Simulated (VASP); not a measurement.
# SiF in VASP: notebook, part 2 of 2

VASP 6.6.1. The steps go on from the part before.

### Step 4. Single point, PBE

This run uses another cell than the first one, of 12.34 Å³/atom, 1.020 times its volume.

INCAR reads:

```
SYSTEM = SiF
ALGO = Normal
EDIFF = 1E-7
ENCUT = 520
GGA = PE
ISIF = 2
ISMEAR = -1
LASPH = .TRUE.
LCHARG = .FALSE.
LREAL = .FALSE.
LWAVE = .FALSE.
NBANDS = 12
NELM = 60
PREC = Accurate
SIGMA = 0.05
```

KPOINTS reads:

```
k-points
0
G
  10 10 10
  0 0 0
```

POSCAR reads:

```
SiF
1.0
    1.3386000000      0.7728400000      3.9762762000
   -1.3386000000      0.7728400000      3.9762762000
    0.0000000000     -1.5456800000      3.9762762000
Si F
1 1
Direct
    0.5000000000      0.5000000000      0.5000000000
    0.0000000000      0.0000000000      0.0000000000
```

Potentials or basis: VASP PAW PBE potentials, release 64 (Si, F).

Started as:

```
$ cat potpaw_PBE.64/Si/POTCAR potpaw_PBE.64/F/POTCAR > POTCAR
$ mpirun -np 1 vasp_std > vasp.out
```

OUTCAR:

```text
SYSTEM = SiF
   EDIFF = 1E-7
   ENCUT = 520
   GGA = PE
   ISIF = 2
   ISMEAR = -1
   LASPH = .TRUE.
   LREAL = .FALSE.
   NELM = 60
   PREC = Accurate

 ion  position               nearest neighbor table
   1  0.500  0.500  0.500-   2 2.52   2 2.52   2 2.52   2 2.52   2 2.52   2 2.52
   2  0.000  0.000  0.000-   1 2.52   1 2.52   1 2.52   1 2.52   1 2.52   1 2.52

  LATTYP: Found a trigonal (rhomboedric) cell.
 ALAT       =     4.2661345553
 COS(alpha) =     0.8030923728

  Lattice vectors:

 A1 = (   1.3386000000,   0.7728400000,   3.9762762000)
 A2 = (  -1.3386000000,   0.7728400000,   3.9762762000)
 A3 = (   0.0000000000,  -1.5456800000,   3.9762762000)

Analysis of symmetry for initial positions (statically):
=====================================================================
 Subroutine PRICEL returns:
 Original cell was already a primitive cell.

 Routine SETGRP: Setting up the symmetry group for a
 trigonal (rhombohedral) supercell.

 Subroutine GETGRP returns: Found 12 space group operations
 (whereof 12 operations were pure point group operations)
 out of a pool of 12 trial point group operations.

The static configuration has the point symmetry D_3d.

Analysis of symmetry for dynamics (positions and initial velocities):
=====================================================================
 Subroutine PRICEL returns:
 Original cell was already a primitive cell.

 Routine SETGRP: Setting up the symmetry group for a
 trigonal (rhombohedral) supercell.

 Subroutine GETGRP returns: Found 12 space group operations
 (whereof 12 operations were pure point group operations)
 out of a pool of 12 trial point group operations.

The dynamic configuration has the point symmetry D_3d.

 Subroutine INISYM returns: Found 12 space group operations
 (whereof 12 operations are pure point group operations),
 and found     1 'primitive' translations

----------------------------------------------------------------------------------------

                                     Primitive cell

  volume of cell :      24.6813

  direct lattice vectors                    reciprocal lattice vectors
     1.338600000  0.772840000  3.976276200     0.373524578  0.215654814  0.083830528
    -1.338600000  0.772840000  3.976276200    -0.373524578  0.215654814  0.083830528
     0.000000000 -1.545680000  3.976276200     0.000000000 -0.431309629  0.083830528

  length of vectors
     4.266134555  4.266134555  4.266133974     0.439380435  0.439380435  0.439380875

  position of ions in fractional coordinates (direct lattice)
     0.500000000  0.500000000  0.500000000
     0.000000000  0.000000000  0.000000000

  ion indices of the primitive-cell ions
   primitive index   ion index
                 1           1
                 2           2

----------------------------------------------------------------------------------------

 KPOINTS: k-points

Automatic generation of k-mesh.
 Grid dimensions read from file:
 generate k-points for:   10   10   10

 Generating k-lattice:

  Cartesian coordinates                     Fractional coordinates (reciprocal lattice)
     0.037352458  0.021565481  0.008383053     0.100000000  0.000000000  0.000000000
    -0.037352458  0.021565481  0.008383053     0.000000000  0.100000000  0.000000000
     0.000000000 -0.043130963  0.008383053     0.000000000  0.000000000  0.100000000

  Length of vectors
     0.043938043  0.043938043  0.043938087

  Shift w.r.t. Gamma in fractional coordinates (k-lattice)
     0.000000000  0.000000000  0.000000000

 Subroutine IBZKPT returns following result:
 ===========================================

 Found    116 irreducible k-points:

 Following reciprocal coordinates:
            Coordinates               Weight
  0.000000  0.000000  0.000000      1.000000
  0.100000  0.000000  0.000000      6.000000
  0.200000  0.000000  0.000000      6.000000
  0.300000  0.000000  0.000000      6.000000
  0.400000 -0.000000  0.000000      6.000000
  0.500000  0.000000 -0.000000      3.000000
[... 16 lines left out ...]
  0.300000  0.300000  0.000000      6.000000
  0.400000  0.300000 -0.000000     12.000000
 [... further k-points ...]
   k-points           NKPTS =    116   k-points in BZ     NKDIM =    116   number of bands    NBANDS=     12
   number of dos      NEDOS =    301   number of ions     NIONS =      2
   total plane-waves  NPLWV =  32768
   dimension x,y,z NGX =    32 NGY =   32 NGZ =   32
   dimension x,y,z NGXF=    64 NGYF=   64 NGZF=   64
   ions per type =               1   1
   NGX,Y,Z   is equivalent  to a cutoff of  12.47, 12.47, 12.47 a.u.
   NGXF,Y,Z  is equivalent  to a cutoff of  24.94, 24.94, 24.94 a.u.
 SYSTEM =  SiF
   PREC   = accura    normal or accurate (medium, high low for compatibility)
   ISTART =      0    job   : 0-new  1-cont  2-samecut
   ICHARG =      2    charge: 1-file 2-atom 10-const
   ISPIN  =      1    spin polarized calculation?
   LNONCOLLINEAR =      F non collinear calculations
   LSORBIT =      F    spin-orbit coupling
   LASPH  =      T    aspherical Exc in radial PAW
   ENCUT  =  520.0 eV  38.22 Ry    6.18 a.u.   7.93  7.93  7.93*2*pi/ulx,y,z
   NELM   =     60;   NELMIN=  2; NELMDL= -5     # of ELM steps
   EDIFF  = 0.1E-06   stopping-criterion for ELM
   LREAL  =      F    real-space projection
   EDIFFG = 0.1E-05   stopping-criterion for IOM
   NSW    =      0    number of steps for IOM
   IBRION =     -1    ionic relax: 0-MD 1-quasi-New 2-CG
   NFREE  =      0    steps in history (QN), initial steepest desc. (CG)
   ISIF   =      2    stress and relaxation
   ISYM   =      2    0-nonsym 1-usesym 2-fastsym
   POTIM  = 0.5000    time-step for ionic-motion
   TEBEG  =    0.0;   TEEND  =   0.0 temperature during run
   PSTRESS=    0.0 pullay stress
   NELECT =      11.0000    total number of electrons
   NUPDOWN=      -1.0000    fix difference up-down
   EMIN   =  10.00;   EMAX   =-10.00  energy-range for DOS
   EFERMI =   0.00;   METHOD = LEGACY
   ISMEAR =    -1;   SIGMA  =   0.05  broadening in eV -4-tet -1-fermi 0-gaus
   EFERMI_NEDOS =   21; number of points for ismear=-14 and -15
   IALGO  =     38    algorithm
   IMIX   =      4    mixing-type and parameters
     AMIX     =   0.40;   BMIX     =  1.00
     AMIX_MAG =   1.60;   BMIX_MAG =  1.00
  volume/ion in A,a.u.               =      12.34        83.28
  Fermi-wavevector in a.u.,A,eV,Ry     =   1.250498  2.363099 21.276045  1.563745
  Thomas-Fermi vector in A             =   2.384489
   LORBIT       =      0    0 simple, 1 ext, 2 COOP (PROOUT), +10 PAW based schemes
   GGA     = PE    functional components
   LHFCALC =     F    Hartree Fock is set to
   AEXX    =    0.0000 exact exchange contribution
   IVDW    =     0    specifies the selected vdW correction
   LEPSILON=     F    determine dielectric tensor
   LRPA    =     F    only Hartree local field effects (RPA)
 non-spin polarized calculation
  energy-cutoff  :      520.00
  volume of cell :       24.68
 maximum number of plane-waves:       683
   NGX = 15   NGY = 15   NGZ = 15

 number of electron      11.0000000 magnetization

 Free energy of the ion-electron system (eV)
  ---------------------------------------------------
  ext. energy  EPLUGINS =         0.00000000
  ---------------------------------------------------
  free energy    TOTEN  =        -8.77709780 eV

  energy without entropy =       -8.77238445  energy(sigma->0) =       -8.77474113

 E-fermi :   6.0212     XC(G=0): -10.7153

 val. band max:        6.0047321895   @ k =  -0.2000   0.5000   0.2000
 cond. band min:       6.0747441656   @ k =   0.4000   0.4000   0.4000
 fundamental gap:      0.0700119762
 Fermi energy:         6.0212037247

 k-point     1 :       0.0000    0.0000    0.0000
  band No.  band energies     occupation
      1     -17.3186      2.00000
      2      -4.5151      2.00000
      3      -0.7149      2.00000
      4       3.2475      2.00000
      5       3.2475      2.00000
      6       9.4652      0.00000
      7      14.1302      0.00000
      8      17.4003      0.00000
      9      17.4004      0.00000
     10      19.2125      0.00000
     11      19.2126      0.00000
     12      24.7300      0.00000
[... 331 lines left out ...]
 k-point    24 :       0.4000    0.3000   -0.0000
  band No.  band energies     occupation
      1     -16.6779      2.00000
      2      -2.3447      2.00000
      3       0.4560      2.00000
      4       2.3016      2.00000
      5       2.5691      2.00000
      6       6.2861      0.00995
      7      10.0388      0.00000
      8      11.0938      0.00000
      9      15.9087      0.00000
     10      17.5617      0.00000
     11      20.8303      0.00000
     12      22.1103      0.00000

 [... further k-points ...]
[... 5 lines left out ...]
  --------------------------------------------------------------------------------------
  -------------------------------------------------------------------------------------
  Total       -0.0839562     -0.0839560     -1.0521733      0.0000000      0.0000000      0.0000000
  in kB       -5.4499820     -5.4499669    -68.3014092      0.0000000      0.0000000      0.0000000
  external PRESSURE =     -26.4004527 kB  Pullay stress =       0.0000000 kB

 VOLUME and BASIS-vectors are now :
 -----------------------------------------------------------------------------
  energy-cutoff  :      520.00
  volume of cell :       24.68
      direct lattice vectors                 reciprocal lattice vectors
     1.338600000  0.772840000  3.976276200     0.373524578  0.215654814  0.083830528
    -1.338600000  0.772840000  3.976276200    -0.373524578  0.215654814  0.083830528
     0.000000000 -1.545680000  3.976276200     0.000000000 -0.431309629  0.083830528

 POSITION                                       TOTAL-FORCE (eV/Angst)
 -----------------------------------------------------------------------------------
      0.00000      0.00000      5.96441        -0.000000      0.000000      0.000000
      0.00000      0.00000      0.00000         0.000000     -0.000000     -0.000000
 -----------------------------------------------------------------------------------
    total drift:                               -0.000000     -0.000000     -0.000000

  FREE ENERGIE OF THE ION-ELECTRON SYSTEM (eV)
  ---------------------------------------------------
  free  energy   TOTEN  =        -8.7770978005 eV

  energy  without entropy=       -8.7723844519  energy(sigma->0) =       -8.77474113
```

It took 72 s on 1 thread of Intel Xeon 8259CL, shared host; peak memory 0.18 GiB.

Results:

* Free energy: -8.7771 eV
* Pressure: -2.6 GPa

Caveat: an odd number of electrons without spin polarisation forces a metal; a magnetic or distorted state may lie lower.

### Step 5. Single point, PBE

This run uses another cell than the first one, of 12.58 Å³/atom, 1.040 times its volume.

Edit INCAR of step 4 so:

```diff
@@ -2,3 +2,3 @@
 ALGO = Normal
-EDIFF = 1E-7
+EDIFF = 1E-6
 ENCUT = 520
```

KPOINTS is that of step 4.

POSCAR reads:

```
SiF
1.0
    1.3386000000      0.7728400000      4.0542424000
   -1.3386000000      0.7728400000      4.0542424000
    0.0000000000     -1.5456800000      4.0542424000
Si F
1 1
Direct
    0.5000000000      0.5000000000      0.5000000000
    0.0000000000      0.0000000000      0.0000000000
```

Started as:

```
$ cat potpaw_PBE.64/Si/POTCAR potpaw_PBE.64/F/POTCAR > POTCAR
$ mpirun -np 1 vasp_std > vasp.out
```

Wall time 68 s (1 thread of Intel Xeon 8259CL, shared host); peak memory 0.18 GiB.

It converged, with:

| Property | Result |
| --- | --- |
| Free energy | -8.7478 eV |
| Pressure | -4.7 GPa |

Stress tensor (GPa, compression positive):
```
 -0.58   0.00   0.00
  0.00  -0.58   0.00
  0.00   0.00 -12.98
```

Levels at points of the mesh, in eV from the Fermi level:
```
           k point  band 3  band 4  band 5  band 6  band 7  band 8
(0.00, 0.00, 0.00)   -6.45   -2.42   -2.42    3.33    8.24   11.43
(0.50, 0.00, 0.00)   -4.81   -4.20   -2.98   -1.77    3.29    6.53
(0.50, 0.50, 0.00)   -5.56   -4.58   -3.03   -1.29    5.42    6.96
(0.50, 0.50, 0.50)   -2.79   -2.43   -2.43   -0.55   11.17   11.17
```

Caveat: an odd number of electrons without spin polarisation forces a metal; a magnetic or distorted state may lie lower.

### Step 6. Single point, r2SCAN0

This run uses another cell than the first one, of 12.82 Å³/atom, 1.060 times its volume.

POSCAR reads:

```
SiF
1.0
    1.3648537241      0.7879975737      3.9747668618
   -1.3648537241      0.7879975737      3.9747668618
    0.0000000000     -1.5759951474      3.9747668618
Si F
1 1
Direct
    0.5000000000      0.5000000000      0.5000000000
    0.0000000000      0.0000000000      0.0000000000
```

INCAR.step1 reads:

```
SYSTEM = SiF
PREC = Accurate ; ENCUT = 520
EDIFF = 1E-5 ; ISMEAR = -1
SIGMA = 0.05 ; LREAL = .FALSE.
LASPH = .TRUE. ; NELM = 60
ALGO = Normal ; ISIF = 2
LWAVE = .TRUE. ; LCHARG = .FALSE.
NBANDS = 12 ; GGA = PE
```

INCAR.step2 reads:

```
SYSTEM = SiF
PREC = Accurate ; ENCUT = 520
EDIFF = 1E-6 ; ISMEAR = -1
SIGMA = 0.05 ; LREAL = .FALSE.
LASPH = .TRUE. ; NELM = 60
ALGO = Normal ; ISIF = 2
LWAVE = .FALSE. ; LCHARG = .FALSE.
METAGGA = R2SCAN ; LHFCALC = .TRUE.
AEXX = 0.25 ; LMIXTAU = .TRUE.
PRECFOCK = Normal ; NBANDS = 12
ISTART = 1
```

KPOINTS reads:

```
Automatic mesh
0
G
  6 6 6
  0 0 0
```

Potentials or basis: VASP PAW PBE potentials, release 64 (Si, F).

Started as:

```
$ cat potpaw_PBE.64/Si/POTCAR potpaw_PBE.64/F/POTCAR > POTCAR
$ cp INCAR.step1 INCAR
$ mpirun -np 1 vasp_std > vasp.out
$ cp INCAR.step2 INCAR
$ mpirun -np 1 vasp_std > vasp.out
```

Run time: 25 min. Hardware: 1 thread of AMD EPYC 7R13 (Zen 3), shared host; peak memory 0.16 GiB.

It converged, with:

```yaml
Free_energy: -15.1897 eV
Pressure: -8.7 GPa
```

Stress tensor (GPa, compression positive):
```
-8.14  0.00  0.00
 0.00 -8.14  0.00
 0.00  0.00 -9.92
```

Levels at points of the mesh, in eV from the Fermi level:
| k point | band 2 | band 3 | band 4 | band 5 | band 6 | band 7 | band 8 | band 9 |
| --- | --- | --- | --- | --- | --- | --- | --- | --- |
| (0.00, 0.00, 0.00) | -11.65 | -7.60 | -3.96 | -3.96 | 5.48 | 10.36 | 13.35 | 13.35 |
| (0.50, 0.00, 0.00) | -8.43 | -6.18 | -4.53 | -4.38 | -2.13 | 5.25 | 8.24 | 10.91 |
| (0.50, 0.50, 0.00) | -7.87 | -6.98 | -5.05 | -4.60 | -1.45 | 7.60 | 8.79 | 9.12 |
| (0.50, 0.50, 0.50) | -13.24 | -3.96 | -3.96 | -3.53 | 1.27 | 12.99 | 12.99 | 14.99 |

Caveat: the k points lie up to 0.45 Å⁻¹ apart; the PAW data sets were made with another functional, which shifts forces and pressure a little; an odd number of electrons without spin polarisation forces a metal; a magnetic or distorted state may lie lower.

### Step 7. Single point, PBE (atoms moved at random)

INCAR reads:

```
ALGO = Normal
EDIFF = 1E-6
ENCUT = 520
GGA = PE
ISIF = 2
ISMEAR = -1
LASPH = T
LCHARG = F
LREAL = F
LWAVE = F
NBANDS = 12
NELM = 60
PREC = Accurate
SIGMA = 0.05
```

KPOINTS reads:

```
k-points
0
Gamma
  12 12 12
```

POSCAR reads:

```
SiF
1.0
    1.3386000000      0.7728400000      3.8983100000
   -1.3386000000      0.7728400000      3.8983100000
    0.0000000000     -1.5456800000      3.8983100000
Si F
1 1
Direct
    0.5002550000      0.4945410000      0.5089140000
    0.0016540000      0.0163870000     -0.0155930000
```

Started as:

```
$ cat potpaw_PBE.64/Si/POTCAR potpaw_PBE.64/F/POTCAR > POTCAR
$ mpirun -np 1 vasp_std > vasp.out
```

Wall time 3.1 min (1 thread of Intel Xeon Platinum 8488C (Sapphire Rapids), shared host); peak memory 0.35 GiB.

Results (log left out):

```
Free energy   : -8.7966 eV
Pressure      : 0.0 GPa
Largest force : 0.106 eV/Å
```

Forces on the atoms (eV/Å):
```
Si   0.046 -0.094  0.014
F   -0.046  0.094 -0.014
```

Stress tensor (GPa, compression positive):
```
 0.18  0.01 -0.09
 0.01  0.21 -0.05
-0.09 -0.05 -0.42
```

Levels at points of the mesh, in eV from the Fermi level:
```tsv
k point	band 2	band 3	band 4	band 5	band 6	band 7	band 8	band 9
(0.00, 0.00, 0.00)	-10.85	-7.35	-3.47	-3.46	3.24	7.65	11.00	11.00
(0.50, 0.00, 0.00)	-8.03	-5.82	-4.58	-4.04	-2.09	2.89	6.06	8.37
(0.00, 0.50, 0.00)	-8.02	-5.83	-4.58	-4.04	-2.09	2.89	6.06	8.37
(0.00, 0.00, 0.50)	-8.02	-5.83	-4.58	-4.04	-2.09	2.89	6.05	8.37
(0.50, 0.50, 0.00)	-7.57	-6.62	-5.01	-4.11	-1.60	5.21	6.48	6.64
(0.50, 0.00, 0.50)	-7.57	-6.62	-5.01	-4.11	-1.60	5.21	6.46	6.66
(0.00, 0.50, 0.50)	-7.57	-6.62	-5.02	-4.11	-1.60	5.22	6.39	6.72
(0.50, 0.50, 0.50)	-12.47	-3.48	-3.48	-3.28	-0.84	10.64	10.64	12.07
```

Caveat: the cell differs from its parent crystal (atoms moved at random); an odd number of electrons without spin polarisation forces a metal; a magnetic or distorted state may lie lower.

### Step 8. The runs side by side

| level | cell | k mesh | grid for exact exchange (PRECFOCK) | gap on the mesh (eV) | pressure (GPa) |
| --- | --- | --- | --- | --- | --- |
| PBE | a = 4.194 Å, angles 37.2°, 2 atoms | 10 × 10 × 10 | - | none | -0.2 |
| PBE | a = 4.230 Å, angles 36.9°, 2 atoms | 10 × 10 × 10 | - | none | -1.5 |
| PBE | a = 4.266 Å, angles 36.6°, 2 atoms | 10 × 10 × 10 | - | none | -2.6 |
| PBE | a = 4.339 Å, angles 35.9°, 2 atoms | 10 × 10 × 10 | - | none | -4.7 |
| r2SCAN0 | a = 4.276 Å, angles 37.2°, 2 atoms | 6 × 6 × 6 | Normal | none | -8.7 |
| PBE | a = 4.194 Å, angles 37.2°, 2 atoms | 12 × 12 × 12 | - | none | 0.0 |

Some of these runs hold the atoms at other places in the same cell, which the table doesn't show; runs alike in all that it shows share one row.

Alike in all rows: task single point; potentials or basis VASP PAW PBE potentials, release 64 (Si, F); no spin polarisation; cutoff (eV) 520; smearing fermi-dirac 0.05 eV.

Caveats: some runs use coarse meshes; an odd number of electrons without spin polarisation forces a metal; a magnetic or distorted state may lie lower; the PAW data sets were made with another functional, which shifts forces and pressure a little (some runs).

Absolute energies hang on the potentials; compare differences alone.
